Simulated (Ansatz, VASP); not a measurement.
## Two plane-wave programs on SnO2

Contents of INCAR:

```
SYSTEM = SnO2
PREC = Accurate
ENCUT = 520
EDIFF = 1E-7
ISMEAR = 0
SIGMA = 0.15
LREAL = .FALSE.
LASPH = .TRUE.
NELM = 100
ALGO = Normal
ISIF = 2
LWAVE = .FALSE.
LCHARG = .FALSE.
GGA = PE
NBANDS = 20
```

The input KPOINTS:

```
Automatic mesh
0
G
  16 16 16
  0 0 0
```

The input POSCAR:

```
SnO2
1.0
    0.0000000000      2.5716524213      2.5716524213
    2.5716524213      0.0000000000      2.5716524213
    2.5716524213      2.5716524213      0.0000000000
Sn O
1 2
Direct
    0.0000000000      0.0000000000      0.0000000000
    0.2500000000      0.2500000000      0.2500000000
    0.7500000000      0.7500000000      0.7500000000
```

Input for Ansatz:

```yaml
crystal:
  lattice:
    - [0.0, 2.5716524213, 2.5716524213]
    - [2.5716524213, 0.0, 2.5716524213]
    - [2.5716524213, 2.5716524213, 0.0]
  atoms:
    - { symbol: Sn, position: [0.0, 0.0, 0.0] }
    - { symbol: O, position: [0.25, 0.25, 0.25] }
    - { symbol: O, position: [0.75, 0.75, 0.75] }
basis:
  ecutwfc: 420
kpoints:
  mp_grid: { grid: [16, 16, 16] }
hamiltonian:
  xc: pbe
scf:
  occupations: { method: gaussian, width: 0.15 }
output:
  forces: true
  stress: true
  eigenvalues: true
  write_density: true
  write_potential: true
  elf: true
  volumetric_format: npy
```

Alike in both runs: task single point; functional PBE; k mesh 16 × 16 × 16; occupations gaussian, width 0.15 eV; no spin polarisation.

```csv
,VASP,Ansatz
version,VASP 6.6.1,Ansatz 0.2.0
potentials or method,"VASP PAW PBE potentials, release 64 (Sn_d, O), cutoff 520 eV","scalar-relativistic, plane waves, PAW"
valence electrons in the cell,26,26
```

Ansatz gave:

```
gap on the k mesh at the Fermi level (eV) : none
pressure (GPa)                            : 0.0
```

Task: Which values does VASP return?

Result: gap on the k mesh at the Fermi level (eV): none; pressure (GPa): 0.5.

A gap of «none» marks a metal or a gap that the smearing closes. With one functional, cell and mesh, what is left measures potentials, basis and numerics.
